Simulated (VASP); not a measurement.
# Ni (Fd-3m) in VASP: a series of runs

The runs below take Ni through single point, with PBEsol.

Program: VASP 6.6.1. These are calculated values, not measurements. Logs are shortened: lines on timing, memory, paths and dates and some standing lists are left out, and cuts for length are marked.

**1. The cell of the first run**

Symmetry: Fd-3m, No. 227, cubic system. The conventional cell has a = 5.048 Å, b = 5.048 Å, c = 5.048 Å, α = 90.00°, β = 90.00°, γ = 90.00°. Ni (site symmetry -43m) has 4 Ni at 2.19 Å within 2.9 Å.

**2. Single point, PBEsol, collinear spin, ferromagnetic start**

Contents of INCAR:

```
SYSTEM = Ni
ALGO     = Normal         ! electronic algorithm
EDIFF    = 1E-6           ! SCF threshold, eV
ENCUT    = 520            ! plane-wave cutoff, eV
GGA      = PS             ! functional
ISIF     = 2              ! what is computed and relaxed
ISMEAR   = -1             ! smearing method
ISPIN    = 2              ! spin polarisation
LASPH    = .True.         ! aspherical terms in the spheres
LCHARG   = .True.         ! write CHGCAR
LELF     = .True.         ! ELF
LMAXMIX  = 4              ! l up to which the mixer works
LORBIT   = 11             ! projections on sites
LREAL    = .False.        ! projectors in reciprocal space
LVHAR    = .True.       
LWAVE    = .False.        ! write WAVECAR
MAGMOM   = 1 1            ! initial moments
NBANDS   = 21             ! bands
NELM     = 150            ! most SCF steps
PREC     = Accurate       ! precision mode
SIGMA    = 0.1            ! smearing width, eV
```

Contents of KPOINTS:

```
k-points
0
Gamma
  14 14 14
  0 0 0
```

Contents of POSCAR:

```
Ni
1.0
    0.0000000000      2.5239073419      2.5239073419
    2.5239073419      0.0000000000      2.5239073419
    2.5239073419      2.5239073419      0.0000000000
Ni
2
Direct
   -0.1250000000     -0.1250000000     -0.1250000000
    0.1250000000      0.1250000000      0.1250000000
```

Potentials or basis: VASP PAW PBE potentials, release 64 (Ni).

Run with:

```bash
> cat potpaw_PBE.64/Ni/POTCAR > POTCAR
> mpirun -np 1 vasp_std > vasp.out
```

OUTCAR:

```text
SYSTEM = Ni
   EDIFF = 1E-6
   ENCUT = 520
   GGA = PS
   ISIF = 2
   ISMEAR = -1
   ISPIN = 2
   LASPH = .True.
   LORBIT = 11
   LREAL = .False.
   NELM = 150
   PREC = Accurate

 ion  position               nearest neighbor table
   1  0.875  0.875  0.875-   2 2.19   2 2.19   2 2.19   2 2.19
   2  0.125  0.125  0.125-   1 2.19   1 2.19   1 2.19   1 2.19

  LATTYP: Found a face centered cubic cell.
 ALAT       =     5.0478146838

  Lattice vectors:

 A1 = (   0.0000000000,   2.5239073419,   2.5239073419)
 A2 = (   2.5239073419,   0.0000000000,   2.5239073419)
 A3 = (   2.5239073419,   2.5239073419,   0.0000000000)

Analysis of symmetry for initial positions (statically):
=====================================================================
 Subroutine PRICEL returns:
 Original cell was already a primitive cell.

 Routine SETGRP: Setting up the symmetry group for a
 face centered cubic supercell.

 Subroutine GETGRP returns: Found 48 space group operations
 (whereof 12 operations were pure point group operations)
 out of a pool of 48 trial point group operations.

The static configuration has the point symmetry D_3d.
 The point group associated with its full space group is O_h .

Analysis of symmetry for dynamics (positions and initial velocities):
=====================================================================
 Subroutine PRICEL returns:
 Original cell was already a primitive cell.

 Routine SETGRP: Setting up the symmetry group for a
 face centered cubic supercell.

 Subroutine GETGRP returns: Found 48 space group operations
 (whereof 12 operations were pure point group operations)
 out of a pool of 48 trial point group operations.

The dynamic configuration has the point symmetry D_3d.
 The point group associated with its full space group is O_h .

Analysis of structural, dynamic, and magnetic symmetry:
=====================================================================
 Subroutine PRICEL returns:
 Original cell was already a primitive cell.

 Routine SETGRP: Setting up the symmetry group for a
 face centered cubic supercell.

 Subroutine GETGRP returns: Found 48 space group operations
 (whereof 12 operations were pure point group operations)
 out of a pool of 48 trial point group operations.

The overall configuration has the point symmetry D_3d.
 The point group associated with its full space group is O_h .

 Subroutine INISYM returns: Found 48 space group operations
 (whereof 12 operations are pure point group operations),
 and found     1 'primitive' translations

----------------------------------------------------------------------------------------

                                     Primitive cell

  volume of cell :      32.1551

  direct lattice vectors                    reciprocal lattice vectors
     0.000000000  2.523907342  2.523907342    -0.198105529  0.198105529  0.198105529
     2.523907342  0.000000000  2.523907342     0.198105529 -0.198105529  0.198105529
     2.523907342  2.523907342  0.000000000     0.198105529  0.198105529 -0.198105529

  length of vectors
     3.569343993  3.569343993  3.569343993     0.343128842  0.343128842  0.343128842

  position of ions in fractional coordinates (direct lattice)
     0.875000000  0.875000000  0.875000000
     0.125000000  0.125000000  0.125000000

  ion indices of the primitive-cell ions
   primitive index   ion index
                 1           1
                 2           2

----------------------------------------------------------------------------------------

 KPOINTS: k-points

Automatic generation of k-mesh.
 Grid dimensions read from file:
 generate k-points for:   14   14   14

 Generating k-lattice:

  Cartesian coordinates                     Fractional coordinates (reciprocal lattice)
    -0.014150395  0.014150395  0.014150395     0.071428571  0.000000000  0.000000000
     0.014150395 -0.014150395  0.014150395     0.000000000  0.071428571  0.000000000
     0.014150395  0.014150395 -0.014150395     0.000000000  0.000000000  0.071428571

  Length of vectors
     0.024509203  0.024509203  0.024509203

  Shift w.r.t. Gamma in fractional coordinates (k-lattice)
     0.000000000  0.000000000  0.000000000

 Subroutine IBZKPT returns following result:
 ===========================================

 Found    104 irreducible k-points:

 Following reciprocal coordinates:
            Coordinates               Weight
  0.000000  0.000000  0.000000      1.000000
  0.071429  0.000000  0.000000      8.000000
  0.142857  0.000000  0.000000      8.000000
  0.214286  0.000000  0.000000      8.000000
  0.285714  0.000000  0.000000      8.000000
  0.357143  0.000000  0.000000      8.000000
[... 16 lines left out ...]
  0.214286  0.142857  0.000000     24.000000
  0.285714  0.142857  0.000000     24.000000
 [... further k-points ...]
   k-points           NKPTS =    104   k-points in BZ     NKDIM =    104   number of bands    NBANDS=     21
   number of dos      NEDOS =    301   number of ions     NIONS =      2
   total plane-waves  NPLWV =  21952
   dimension x,y,z NGX =    28 NGY =   28 NGZ =   28
   dimension x,y,z NGXF=    56 NGYF=   56 NGZF=   56
   ions per type =               2
   NGX,Y,Z   is equivalent  to a cutoff of  13.04, 13.04, 13.04 a.u.
   NGXF,Y,Z  is equivalent  to a cutoff of  26.08, 26.08, 26.08 a.u.
 SYSTEM =  Ni
   PREC   = accura    normal or accurate (medium, high low for compatibility)
   ISTART =      0    job   : 0-new  1-cont  2-samecut
   ICHARG =      2    charge: 1-file 2-atom 10-const
   ISPIN  =      2    spin polarized calculation?
   LNONCOLLINEAR =      F non collinear calculations
   LSORBIT =      F    spin-orbit coupling
   LASPH  =      T    aspherical Exc in radial PAW
   ENCUT  =  520.0 eV  38.22 Ry    6.18 a.u.   6.64  6.64  6.64*2*pi/ulx,y,z
   NELM   =    150;   NELMIN=  2; NELMDL= -5     # of ELM steps
   EDIFF  = 0.1E-05   stopping-criterion for ELM
   LREAL  =      F    real-space projection
   EDIFFG = 0.1E-04   stopping-criterion for IOM
   NSW    =      0    number of steps for IOM
   IBRION =     -1    ionic relax: 0-MD 1-quasi-New 2-CG
   NFREE  =      0    steps in history (QN), initial steepest desc. (CG)
   ISIF   =      2    stress and relaxation
   ISYM   =      2    0-nonsym 1-usesym 2-fastsym
   POTIM  = 0.5000    time-step for ionic-motion
   TEBEG  =    0.0;   TEEND  =   0.0 temperature during run
   PSTRESS=    0.0 pullay stress
   NELECT =      20.0000    total number of electrons
   NUPDOWN=      -1.0000    fix difference up-down
   EMIN   =  10.00;   EMAX   =-10.00  energy-range for DOS
   EFERMI =   0.00;   METHOD = LEGACY
   ISMEAR =    -1;   SIGMA  =   0.10  broadening in eV -4-tet -1-fermi 0-gaus
   EFERMI_NEDOS =   21; number of points for ismear=-14 and -15
   IALGO  =     38    algorithm
   IMIX   =      4    mixing-type and parameters
     AMIX     =   0.40;   BMIX     =  1.00
     AMIX_MAG =   1.60;   BMIX_MAG =  1.00
  volume/ion in A,a.u.               =      16.08       108.50
  Fermi-wavevector in a.u.,A,eV,Ry     =   1.397445  2.640788 26.570176  1.952853
  Thomas-Fermi vector in A             =   2.520701
   LORBIT       =     11    0 simple, 1 ext, 2 COOP (PROOUT), +10 PAW based schemes
   GGA     = PS    functional components
   LHFCALC =     F    Hartree Fock is set to
   AEXX    =    0.0000 exact exchange contribution
   IVDW    =     0    specifies the selected vdW correction
   LEPSILON=     F    determine dielectric tensor
   LRPA    =     F    only Hartree local field effects (RPA)
 spin polarized calculation
  energy-cutoff  :      520.00
  volume of cell :       32.16
 maximum number of plane-waves:       893
   NGX = 13   NGY = 13   NGZ = 13

 number of electron      19.9999978 magnetization       1.5611519

 Free energy of the ion-electron system (eV)
  ---------------------------------------------------
  ext. energy  EPLUGINS =         0.00000000
  ---------------------------------------------------
  free energy    TOTEN  =        -9.63917751 eV

  energy without entropy =       -9.53091206  energy(sigma->0) =       -9.58504479

 E-fermi :   4.7780     XC(G=0): -11.0038

 val. band max:        4.7710251547   @ k =   0.3571   0.0714   0.0000
 cond. band min:       4.7819575442   @ k =  -0.2857   0.0714   0.0000
 fundamental gap:      0.0109323895
 Fermi energy:         4.7779861969

 spin component 1

 k-point     1 :       0.0000    0.0000    0.0000
  band No.  band energies     occupation
      1      -1.9471      1.00000
      2       1.5437      1.00000
      3       1.5437      1.00000
      4       1.5801      1.00000
      5       1.5801      1.00000
      6       1.5801      1.00000
[... 13 lines left out ...]
     20      21.9721      0.00000
     21      21.9721      0.00000
[... 529 lines left out ...]
 k-point    24 :       0.2857    0.1429    0.0000
  band No.  band energies     occupation
      1      -0.6388      1.00000
      2       1.1497      1.00000
      3       1.5816      1.00000
      4       1.6273      1.00000
      5       1.8272      1.00000
      6       2.0892      1.00000
[... 13 lines left out ...]
     20      23.5853      0.00000
     21      24.7122      0.00000

 [... further k-points ...]

 spin component 2

 k-point     1 :       0.0000    0.0000    0.0000
  band No.  band energies     occupation
      1      -1.9288      1.00000
      2       2.2659      1.00000
      3       2.2659      1.00000
      4       2.3103      1.00000
      5       2.3103      1.00000
      6       2.3103      1.00000
[... 13 lines left out ...]
     20      21.9631      0.00000
     21      21.9631      0.00000
[... 529 lines left out ...]
 k-point    24 :       0.2857    0.1429    0.0000
  band No.  band energies     occupation
      1      -0.6062      1.00000
      2       1.8419      1.00000
      3       2.3270      1.00000
      4       2.3722      1.00000
      5       2.5690      1.00000
      6       2.8257      1.00000
[... 13 lines left out ...]
     20      23.6448      0.00000
     21      24.7890      0.00000

 [... further k-points ...]
[... 5 lines left out ...]
  --------------------------------------------------------------------------------------
  -------------------------------------------------------------------------------------
  Total       -0.4463884     -0.4463884     -0.4463884      0.0000000      0.0000000      0.0000000
  in kB      -22.2419686    -22.2419686    -22.2419686      0.0000000      0.0000000      0.0000000
  external PRESSURE =     -22.2419686 kB  Pullay stress =       0.0000000 kB

 VOLUME and BASIS-vectors are now :
 -----------------------------------------------------------------------------
  energy-cutoff  :      520.00
  volume of cell :       32.16
      direct lattice vectors                 reciprocal lattice vectors
     0.000000000  2.523907342  2.523907342    -0.198105529  0.198105529  0.198105529
     2.523907342  0.000000000  2.523907342     0.198105529 -0.198105529  0.198105529
     2.523907342  2.523907342  0.000000000     0.198105529  0.198105529 -0.198105529

 POSITION                                       TOTAL-FORCE (eV/Angst)
 -----------------------------------------------------------------------------------
      4.41684      4.41684      4.41684        -0.000000      0.000000     -0.000000
      0.63098      0.63098      0.63098         0.000000     -0.000000      0.000000
 -----------------------------------------------------------------------------------
    total drift:                                0.000000      0.000000     -0.000000

  FREE ENERGIE OF THE ION-ELECTRON SYSTEM (eV)
  ---------------------------------------------------
  free  energy   TOTEN  =        -9.6391775088 eV

  energy  without entropy=       -9.5309120616  energy(sigma->0) =       -9.58504479

 total charge

# of ion       s       p       d       tot
------------------------------------------
    1        0.553   0.363   8.338   9.254
    2        0.553   0.363   8.338   9.254
--------------------------------------------------
tot          1.106   0.727  16.676  18.508

 magnetization (x)

# of ion       s       p       d       tot
------------------------------------------
    1       -0.013  -0.015   0.810   0.782
    2       -0.013  -0.015   0.810   0.782
--------------------------------------------------
tot         -0.026  -0.030   1.619   1.563
```

It took 74 s on 1 thread of AMD EPYC 9R45 (Zen 5), shared host; peak memory 0.2 GiB.

Results:

```yaml
Free_energy: -9.6392 eV
Pressure: -2.2 GPa
Net_moment: 1.56 μB per cell
Site_moments: Ni +0.78 μB
Valence_electrons_inside_the_program's_atomic_spheres: Ni 9.25
```

Caveat: the PAW data sets were made with another functional, which shifts forces and pressure a little.

**3. Single point, PBEsol, collinear spin, ferromagnetic start**

Contents of INCAR:

```
SYSTEM = Ni
  PREC = Accurate
  ENCUT = 520
  EDIFF = 1E-6
  ISMEAR = -1
  SIGMA = 0.1
  LREAL = .FALSE.
  LASPH = .TRUE.
  NELM = 150
  ALGO = Normal
  ISIF = 2
  LWAVE = .FALSE.
  LCHARG = .FALSE.
  ISPIN = 2
  MAGMOM = 1 1
  LORBIT = 11
  LMAXMIX = 4
  GGA = PS
  NBANDS = 21
```

Contents of KPOINTS:

```
Automatic mesh
0
G
  14 14 14
  0 0 0
```

Contents of POSCAR:

```
Ni
1.0
    0.0000000000      2.5239073420      2.5239073420
    2.5239073420      0.0000000000      2.5239073420
    2.5239073420      2.5239073420      0.0000000000
Ni
2
Direct
   -0.1250000000     -0.1250000000     -0.1250000000
    0.1250000000      0.1250000000      0.1250000000
```

Potentials or basis: VASP PAW PBE potentials, release 64 (Ni).

Run with:

```bash
> cat potpaw_PBE.64/Ni/POTCAR > POTCAR
> mpirun -np 1 vasp_std > vasp.out
```

OUTCAR:

```text
SYSTEM = Ni
   PREC = Accurate
   ENCUT = 520
   EDIFF = 1E-6
   ISMEAR = -1
   LREAL = .FALSE.
   LASPH = .TRUE.
   NELM = 150
   ISIF = 2
   ISPIN = 2
   LORBIT = 11
   GGA = PS

 ion  position               nearest neighbor table
   1  0.875  0.875  0.875-   2 2.19   2 2.19   2 2.19   2 2.19
   2  0.125  0.125  0.125-   1 2.19   1 2.19   1 2.19   1 2.19

  LATTYP: Found a face centered cubic cell.
 ALAT       =     5.0478146840

  Lattice vectors:

 A1 = (   0.0000000000,   2.5239073420,   2.5239073420)
 A2 = (   2.5239073420,   0.0000000000,   2.5239073420)
 A3 = (   2.5239073420,   2.5239073420,   0.0000000000)

Analysis of symmetry for initial positions (statically):
[... 1368 lines left out ...]
  energy-cutoff  :      520.00
  volume of cell :       32.16
      direct lattice vectors                 reciprocal lattice vectors
     0.000000000  2.523907342  2.523907342    -0.198105529  0.198105529  0.198105529
     2.523907342  0.000000000  2.523907342     0.198105529 -0.198105529  0.198105529
     2.523907342  2.523907342  0.000000000     0.198105529  0.198105529 -0.198105529

 POSITION                                       TOTAL-FORCE (eV/Angst)
 -----------------------------------------------------------------------------------
      4.41684      4.41684      4.41684        -0.000000     -0.000000     -0.000000
      0.63098      0.63098      0.63098         0.000000      0.000000      0.000000
 -----------------------------------------------------------------------------------
    total drift:                                0.000000      0.000000     -0.000000

  FREE ENERGIE OF THE ION-ELECTRON SYSTEM (eV)
  ---------------------------------------------------
  free  energy   TOTEN  =        -9.6391775087 eV

  energy  without entropy=       -9.5309120614  energy(sigma->0) =       -9.58504479

 total charge

# of ion       s       p       d       tot
------------------------------------------
    1        0.553   0.363   8.338   9.254
    2        0.553   0.363   8.338   9.254
--------------------------------------------------
tot          1.106   0.727  16.676  18.508

 magnetization (x)

# of ion       s       p       d       tot
------------------------------------------
    1       -0.013  -0.015   0.810   0.782
    2       -0.013  -0.015   0.810   0.782
--------------------------------------------------
tot         -0.026  -0.030   1.619   1.563
```

It took 70 s on 1 thread of AMD EPYC 9R45 (Zen 5), shared host; peak memory 0.19 GiB.

What came out:

```
Free energy                                           : -9.6392 eV
Pressure                                              : -2.2 GPa
Net moment                                            : 1.56 μB per cell
Site moments                                          : Ni +0.78 μB
Valence electrons inside the program's atomic spheres : Ni 9.25
```

Caveat: the PAW data sets were made with another functional, which shifts forces and pressure a little.
